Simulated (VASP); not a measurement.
# Ni2B2Se3N3 (I4/mmm) in VASP: single point with PBE

Aim: the single point of Ni2B2Se3N3 with PBE.

Everything below comes from runs of VASP 6.6.1. Logs are shortened: lines on timing, memory, paths and dates and some standing lists are left out, and cuts for length are marked.

### 1 The cell of the first run

It takes space group I4/mmm (No. 139, tetragonal). The conventional cell has a = 3.596 Å, b = 3.596 Å, c = 19.826 Å, α = 90.00°, β = 90.00°, γ = 90.00°. Se (site symmetry 4mm) has 5 N at 2.54 to 2.57 Å and 5 B at 2.84 to 3.51 Å and 4 Ni at 2.99 Å and 8 Se at 3.60 to 3.61 Å within 3.7 Å. Se (site symmetry 4/mmm) has 6 N at 2.46 to 2.54 Å within 3.3 Å. Ni (site symmetry -4m2) has 4 B at 2.12 Å and 4 Ni at 2.54 Å within 2.8 Å. Within 1.8 Å of N (site symmetry 4mm) lie 1 B at 1.38 Å. Within 3.4 Å of N (site symmetry 4/mmm) lie 6 Se at 2.54 to 2.57 Å. Within 1.8 Å of B (site symmetry 4mm) lie 1 N at 1.38 Å.

### 2 Single point, PBE

INCAR

```
SYSTEM = Ni2B2Se3N3
PREC     = Accurate       ! precision mode
ENCUT    = 520            ! plane-wave cutoff, eV
EDIFF    = 1E-6           ! SCF threshold, eV
ISMEAR   = -1             ! smearing method
SIGMA    = 0.1            ! smearing width, eV
LREAL    = .False.        ! projectors in reciprocal space
LASPH    = .True.         ! aspherical terms in the spheres
NELM     = 80             ! most SCF steps
ALGO     = Normal         ! electronic algorithm
ISIF     = 2              ! what is computed and relaxed
LWAVE    = .False.        ! write WAVECAR
LCHARG   = .True.         ! write CHGCAR
GGA      = PE             ! functional
LELF     = .True.         ! ELF
LVHAR    = .True.       
NBANDS   = 40             ! bands
```

KPOINTS

```
Automatic mesh
0
Gamma
  8 8 8
  0 0 0
```

POSCAR

```
Ni2B2Se3N3
1.0
    0.0000000000      3.5958740000      0.0000000000
    3.5958740000      0.0000000000      0.0000000000
    1.7979370000      1.7979370000     -9.9128790000
Se Ni N B
3 2 3 2
Direct
    0.3705400000      0.3705400000      0.2589200000
    0.6294600000      0.6294600000      0.7410800000
    0.0000000000      0.0000000000      0.0000000000
    0.2500000000      0.7500000000      0.5000000000
    0.7500000000      0.2500000000      0.5000000000
    0.1242000000      0.1242000000      0.7516000000
    0.8758000000      0.8758000000      0.2484000000
    0.5000000000      0.5000000000      0.0000000000
    0.1937000000      0.1937000000      0.6126000000
    0.8063000000      0.8063000000      0.3874000000
```

Potentials or basis: VASP PAW PBE potentials, release 64 (Se, Ni, N, B).

Command:

```sh
$ cat potpaw_PBE.64/Se/POTCAR potpaw_PBE.64/Ni/POTCAR potpaw_PBE.64/N/POTCAR potpaw_PBE.64/B/POTCAR > POTCAR
$ mpirun -np 1 vasp_std > vasp.out
```

OUTCAR:

```text
SYSTEM = Ni2B2Se3N3
   PREC = Accurate
   ENCUT = 520
   EDIFF = 1E-6
   ISMEAR = -1
   LREAL = .False.
   LASPH = .True.
   NELM = 80
   ISIF = 2
   GGA = PE

 ion  position               nearest neighbor table
   1  0.371  0.371  0.259-
   2  0.629  0.629  0.741-
   3  0.000  0.000  0.000-
   4  0.250  0.750  0.500-  10 2.12   9 2.12  10 2.12   9 2.12   5 2.54   5 2.54   5 2.54   5 2.54

   5  0.750  0.250  0.500-  10 2.12   9 2.12  10 2.12   9 2.12   4 2.54   4 2.54   4 2.54   4 2.54

   6  0.124  0.124  0.752-   9 1.38
   7  0.876  0.876  0.248-  10 1.38
   8  0.500  0.500  0.000-
   9  0.194  0.194  0.613-   6 1.38   4 2.12   5 2.12   5 2.12   4 2.12
  10  0.806  0.806  0.387-   7 1.38   5 2.12   4 2.12   5 2.12   4 2.12

  LATTYP: Found a body centered tetragonal cell.
 ALAT       =     3.5958740000
 C/A-ratio  =     5.5134740539

  Lattice vectors:

 A1 = (  -1.7979370000,   1.7979370000,   9.9128790000)
 A2 = (   1.7979370000,  -1.7979370000,   9.9128790000)
 A3 = (   1.7979370000,   1.7979370000,  -9.9128790000)

Analysis of symmetry for initial positions (statically):
=====================================================================
 Subroutine PRICEL returns:
 Original cell was already a primitive cell.

 Routine SETGRP: Setting up the symmetry group for a
 body centered tetragonal supercell.

 Subroutine GETGRP returns: Found 16 space group operations
 (whereof 16 operations were pure point group operations)
 out of a pool of 16 trial point group operations.

The static configuration has the point symmetry D_4h.

Analysis of symmetry for dynamics (positions and initial velocities):
=====================================================================
 Subroutine PRICEL returns:
 Original cell was already a primitive cell.

 Routine SETGRP: Setting up the symmetry group for a
 body centered tetragonal supercell.

 Subroutine GETGRP returns: Found 16 space group operations
 (whereof 16 operations were pure point group operations)
 out of a pool of 16 trial point group operations.

The dynamic configuration has the point symmetry D_4h.

 Subroutine INISYM returns: Found 16 space group operations
 (whereof 16 operations are pure point group operations),
 and found     1 'primitive' translations

[... 104 lines left out ...]
   ISPIN  =      1    spin polarized calculation?
   LNONCOLLINEAR =      F non collinear calculations
   LSORBIT =      F    spin-orbit coupling
   LASPH  =      T    aspherical Exc in radial PAW
   ENCUT  =  520.0 eV  38.22 Ry    6.18 a.u.   6.69  6.69 19.03*2*pi/ulx,y,z
   NELM   =     80;   NELMIN=  2; NELMDL= -5     # of ELM steps
   EDIFF  = 0.1E-05   stopping-criterion for ELM
   LREAL  =      F    real-space projection
   EDIFFG = 0.1E-04   stopping-criterion for IOM
   NSW    =      0    number of steps for IOM
   IBRION =     -1    ionic relax: 0-MD 1-quasi-New 2-CG
   NFREE  =      0    steps in history (QN), initial steepest desc. (CG)
   ISIF   =      2    stress and relaxation
   ISYM   =      2    0-nonsym 1-usesym 2-fastsym
   POTIM  = 0.5000    time-step for ionic-motion
   TEBEG  =    0.0;   TEEND  =   0.0 temperature during run
   PSTRESS=    0.0 pullay stress
   NELECT =      59.0000    total number of electrons
   NUPDOWN=      -1.0000    fix difference up-down
   EMIN   =  10.00;   EMAX   =-10.00  energy-range for DOS
   EFERMI =   0.00;   METHOD = LEGACY
   ISMEAR =    -1;   SIGMA  =   0.10  broadening in eV -4-tet -1-fermi 0-gaus
   EFERMI_NEDOS =   21; number of points for ismear=-14 and -15
   IALGO  =     38    algorithm
   IMIX   =      4    mixing-type and parameters
     AMIX     =   0.40;   BMIX     =  1.00
     AMIX_MAG =   1.60;   BMIX_MAG =  1.00
  volume/ion in A,a.u.               =      12.82        86.50
  Fermi-wavevector in a.u.,A,eV,Ry     =   1.264026  2.388662 21.738860  1.597761
  Thomas-Fermi vector in A             =   2.397352
   LORBIT       =      0    0 simple, 1 ext, 2 COOP (PROOUT), +10 PAW based schemes
   GGA     = PE    functional components
[... 5 lines left out ...]
 non-spin polarized calculation
  energy-cutoff  :      520.00
  volume of cell :      128.18
 maximum number of plane-waves:      3474
   NGX = 13   NGY = 13   NGZ = 39

 number of electron      58.9999995 magnetization

 Free energy of the ion-electron system (eV)
  ---------------------------------------------------
  ext. energy  EPLUGINS =         0.00000000
  ---------------------------------------------------
  free energy    TOTEN  =       -50.56986464 eV

  energy without entropy =      -50.39251706  energy(sigma->0) =      -50.48119085

 E-fermi :   5.8092     XC(G=0): -11.1145

 val. band max:        5.8036807934   @ k =  -0.2500   0.0000   0.2500
 cond. band min:       5.8124257142   @ k =  -0.1250   0.5000   0.1250
 fundamental gap:      0.0087449208
 Fermi energy:         5.8092331059

 k-point     1 :       0.0000    0.0000    0.0000
  band No.  band energies     occupation
      1     -11.5558      2.00000
      2     -11.3210      2.00000
      3      -9.4278      2.00000
      4      -6.3869      2.00000
      5      -6.2596      2.00000
      6      -4.8482      2.00000
[... 1021 lines left out ...]
     39       9.4695      0.00000
     40      10.4184      0.00000

 [... further k-points ...]
[... 5 lines left out ...]
  --------------------------------------------------------------------------------------
  -------------------------------------------------------------------------------------
  Total       -5.4642107     -5.4642107     -2.4463090      0.0000000     -0.0000000     -0.0000000
  in kB      -68.3013496    -68.3013496    -30.5782874      0.0000000     -0.0000000     -0.0000000
  external PRESSURE =     -55.7269955 kB  Pullay stress =       0.0000000 kB

 VOLUME and BASIS-vectors are now :
 -----------------------------------------------------------------------------
  energy-cutoff  :      520.00
  volume of cell :      128.18
      direct lattice vectors                 reciprocal lattice vectors
     0.000000000  3.595874000  0.000000000     0.000000000  0.278096507  0.050439433
     3.595874000  0.000000000  0.000000000     0.278096507  0.000000000  0.050439433
     1.797937000  1.797937000 -9.912879000     0.000000000  0.000000000 -0.100878867

 POSITION                                       TOTAL-FORCE (eV/Angst)
 -----------------------------------------------------------------------------------
      1.79794      1.79794     -2.56664        -0.000000     -0.000000      0.217402
      3.59587      3.59587     -7.34624         0.000000      0.000000     -0.217402
      0.00000      0.00000      0.00000        -0.000000      0.000000     -0.000000
      3.59587      1.79794     -4.95644        -0.000000     -0.000000     -0.000000
      1.79794      3.59587     -4.95644         0.000000      0.000000     -0.000000
      1.79794      1.79794     -7.45052        -0.000000     -0.000000     -2.175325
      3.59587      3.59587     -2.46236         0.000000      0.000000      2.175325
      1.79794      1.79794      0.00000        -0.000000      0.000000     -0.000000
      1.79794      1.79794     -6.07263         0.000000      0.000000      1.289648
      3.59587      3.59587     -3.84025        -0.000000     -0.000000     -1.289648
 -----------------------------------------------------------------------------------
    total drift:                                0.000000      0.000000      0.000000

  FREE ENERGIE OF THE ION-ELECTRON SYSTEM (eV)
  ---------------------------------------------------
  free  energy   TOTEN  =       -50.5698646364 eV

  energy  without entropy=      -50.3925170644  energy(sigma->0) =      -50.48119085
```

OSZICAR:

```text
N       E                     dE             d eps       ncg     rms          rms(c)
DAV:   1     0.463908543232E+03    0.46391E+03   -0.26097E+04  4720   0.151E+03
DAV:   2     0.214134699604E+01   -0.46177E+03   -0.43557E+03  5088   0.363E+02
DAV:   3    -0.576449644197E+02   -0.59786E+02   -0.54758E+02  5704   0.134E+02
DAV:   4    -0.608848161527E+02   -0.32399E+01   -0.31270E+01  5104   0.323E+01
DAV:   5    -0.609900819093E+02   -0.10527E+00   -0.10454E+00  5592   0.588E+00    0.302E+01
DAV:   6    -0.874835126302E+02   -0.26493E+02   -0.22599E+02  6192   0.222E+02    0.647E+01
DAV:   7    -0.583341078741E+02    0.29149E+02   -0.45977E+01  6000   0.994E+01    0.252E+01
DAV:   8    -0.503775535192E+02    0.79566E+01   -0.31374E+01  6688   0.944E+01    0.736E+00
DAV:   9    -0.506026371946E+02   -0.22508E+00   -0.76002E+00  5800   0.182E+01    0.369E+00
DAV:  10    -0.505880377922E+02    0.14599E-01   -0.44086E-01  6368   0.485E+00    0.166E+00
DAV:  11    -0.505770223025E+02    0.11015E-01   -0.12803E-01  6680   0.400E+00    0.892E-01
DAV:  12    -0.505714319297E+02    0.55904E-02   -0.35367E-02  6912   0.174E+00    0.546E-01
DAV:  13    -0.505703110930E+02    0.11208E-02   -0.68919E-03  6280   0.608E-01    0.333E-01
DAV:  14    -0.505700120304E+02    0.29906E-03   -0.10385E-03  6600   0.280E-01    0.177E-01
DAV:  15    -0.505698614640E+02    0.15057E-03   -0.52608E-04  6752   0.291E-01    0.282E-02
DAV:  16    -0.505698645889E+02   -0.31249E-05   -0.97862E-05  5664   0.539E-02    0.153E-02
DAV:  17    -0.505698646364E+02   -0.47484E-07   -0.53960E-06  4952   0.144E-02
   1 F= -.50569865E+02 E0= -.50481191E+02  d E =-.177348E+00
```

stdout:

```text
POSCAR found type information on POSCAR SeNiN B
 POSCAR found :  4 types and      10 ions
 scaLAPACK will be used
 LDA part: xc-table for (Slater+PW92), standard interpolation
 POSCAR, INCAR and KPOINTS ok, starting setup
 FFT: planning ... GRIDC
 FFT: planning ... GRID_SOFT
 FFT: planning ... GRID
 WAVECAR not read
 entering main loop
```

Wall time 4.1 min (1 thread of AMD EPYC 7R13 (Zen 3), shared host); peak memory 0.39 GiB.

What came out:

```
Free energy            : -50.5699 eV
Pressure               : -5.6 GPa
Largest force          : 2.175 eV/Å
Band gap on the k mesh : zero (an odd number of electrons rules out a gap without spin polarisation)
```

Forces in eV/Å, atoms in the order of the input:
```
Se   0.000  0.000  0.217
Se   0.000  0.000 -0.217
Se   0.000  0.000  0.000
Ni   0.000  0.000  0.000
Ni   0.000  0.000  0.000
N    0.000  0.000 -2.175
N    0.000  0.000  2.175
N    0.000  0.000  0.000
B    0.000  0.000  1.290
B    0.000  0.000 -1.290
```

Stress tensor (GPa, compression positive):
```
-6.83  0.00  0.00
 0.00 -6.83  0.00
 0.00  0.00 -3.06
```

Caveat: the cell stands under tension; the run has no spin polarisation, though such a crystal can be magnetic; forces of over 1 eV/Å act on the atoms, so gaps and moduli don't describe the material at rest.
